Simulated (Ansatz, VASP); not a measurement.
Two plane-wave programs on Y3Ir

Contents of INCAR:

```
SYSTEM = Y3Ir
PREC = Accurate
ENCUT = 520
EDIFF = 1E-6
ISMEAR = 0
SIGMA = 0.1
LREAL = .FALSE.
LASPH = .TRUE.
NELM = 60
ALGO = Normal
ISIF = 2
LWAVE = .FALSE.
LCHARG = .FALSE.
GGA = PE
NBANDS = 29
```

The input KPOINTS:

```
regular mesh
0
G
  4 4 4
  0 0 0
```

The input POSCAR:

```
Y3Ir
1.0
    4.7580901991      0.0000000000      0.0000000000
    0.0000000000      4.7580901991      0.0000000000
    0.0000000000      0.0000000000      4.7580901991
Y Ir
3 1
Direct
    0.0000000000      0.5000000000      0.5000000000
    0.5000000000      0.0000000000      0.5000000000
    0.5000000000      0.5000000000      0.0000000000
    0.0000000000      0.0000000000      0.0000000000
```

Input for Ansatz:

```yaml
crystal:
  lattice:
    - [4.7580901991, 0.0, 0.0]
    - [0.0, 4.7580901991, 0.0]
    - [0.0, 0.0, 4.7580901991]
  atoms:
    - { symbol: "Y", position: [0.0, 0.5, 0.5] }
    - { symbol: "Y", position: [0.5, 0.0, 0.5] }
    - { symbol: "Y", position: [0.5, 0.5, 0.0] }
    - { symbol: Ir, position: [0.0, 0.0, 0.0] }
basis:
  ecutwfc: 420
kpoints:
  mp_grid: { grid: [4, 4, 4] }
hamiltonian:
  xc: pbe
scf:
  occupations: { method: gaussian, width: 0.1 }
  lower_state_search: "off"
output:
  forces: true
  stress: true
  eigenvalues: true
```

Alike in both runs: task single point; functional PBE; k mesh 4 × 4 × 4; occupations gaussian, width 0.1 eV; no spin polarisation.

|  | VASP | Ansatz |
| --- | --- | --- |
| version | VASP 6.6.1 | Ansatz 0.2.0 |
| potentials or method | VASP PAW PBE potentials, release 64 (Y_sv, Ir), cutoff 520 eV | scalar-relativistic, plane waves, PAW |
| valence electrons in the cell | 42 | 50 |

```tsv
	VASP	Ansatz	Ansatz less VASP
gap on the k mesh at the Fermi level (eV)	none	none	-
pressure (GPa)	-5.9	-5.8	+0.09
```

A gap of «none» marks a metal or a gap that the smearing closes. VASP's potentials hold 42 valence electrons a cell and Ansatz's 50, so a difference there can come from the potentials and not from the codes.

Spin-orbit coupling is off throughout.
